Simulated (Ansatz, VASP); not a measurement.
**Rh: VASP beside Ansatz**

```xyz
4
Lattice="2.6917 0.0000 0.0000 -1.3459 2.3311 0.0000 0.0000 0.0000 8.7981" Properties=species:S:1:pos:R:3 pbc="T T T"
Rh    0.0000    0.0000    0.0000
Rh    0.0000    1.5541    2.1995
Rh    0.0000    0.0000    4.3990
Rh    1.3459    0.7770    6.5986
```

Alike in both runs: task relaxation of cell and atoms; functional LDA; k mesh 9 × 9 × 3; no spin polarisation.

|  | VASP | Ansatz |
| --- | --- | --- |
| version | VASP 6.6.1 | Ansatz 0.2.0 |
| potentials or method | VASP PAW LDA potentials, release 64 (Rh_pv), cutoff 600 eV | plane waves, PAW |
| occupations | methfessel-paxton of order 1, width 0.1 eV | cold |
| valence electrons in the cell | 60 | 68 |

|  | VASP | Ansatz | Ansatz less VASP |
| --- | --- | --- | --- |
| relaxed volume (Å³/atom) | 13.27 | 13.24 | -0.028 |
| relaxed cell length with the largest relative difference (Å) | 8.663 | 8.655 | -0.0074 |

LDA's correlation is that of Perdew and Zunger in VASP and of Perdew and Wang (1992) in Ansatz. VASP's potentials hold 60 valence electrons a cell and Ansatz's 68, so a difference there can come from the potentials and not from the codes.
